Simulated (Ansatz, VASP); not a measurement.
**PbSe in VASP and in Ansatz**

File INCAR:

```
ALGO = Normal
EDIFF = 1E-8
ENCUT = 520
GGA = PE
ISIF = 2
ISMEAR = -1
LASPH = True
LCHARG = False
LEFG = True
LREAL = False
LWAVE = False
NBANDS = 17
NELM = 100
PREC = Accurate
SIGMA = 0.01
```

The input KPOINTS:

```
k-points
0
Gamma
  9 9 9
```

Contents of POSCAR:

```
PbSe
1.0
    0.0000000000      3.0723233306      3.0723233306
    3.0723233306      0.0000000000      3.0723233306
    3.0723233306      3.0723233306      0.0000000000
Pb Se
1 1
Direct
    0.0000000000      0.0000000000      0.0000000000
    0.5000000000      0.5000000000      0.5000000000
```

Input for Ansatz:

```yaml
crystal:
  lattice:
    - [0.0, 3.0723233306, 3.0723233306]
    - [3.0723233306, 0.0, 3.0723233306]
    - [3.0723233306, 3.0723233306, 0.0]
  atoms:
    - { symbol: Pb, position: [0.0, 0.0, 0.0] }
    - { symbol: Se, position: [0.5, 0.5, 0.5] }
kpoints:
  mp_grid: { grid: [9, 9, 9] }
scf:
  occupations: { method: fermi_dirac, width: 0.01 }
hamiltonian:
  xc: pbe
  pseudopotentials: { kind: all_electron, datasets: crystal }
output:
  forces: true
  stress: true
  eigenvalues: true
  efg: { contact_densities: true }
```

Change from the starting cell: volume scaled by 1.01, crystal datasets.

Alike in both runs: task electric field gradients; functional PBE; k mesh 9 × 9 × 9; occupations fermi-dirac, width 0.01 eV; no spin polarisation.

```csv
,VASP,Ansatz
version,VASP 6.6.1,Ansatz 0.2.0
potentials or method,"VASP PAW PBE potentials, release 64 (Pb_d, Se), cutoff 520 eV","all-electron PAW with datasets made for the crystal, scalar-relativistic"
```

|  | VASP | Ansatz | Ansatz less VASP |
| --- | --- | --- | --- |
| pressure (GPa) | 1.8 | 1.8 | +0.02 |

Ansatz ran all-electron here, and VASP with PAW potentials.

Spin-orbit coupling is off throughout.
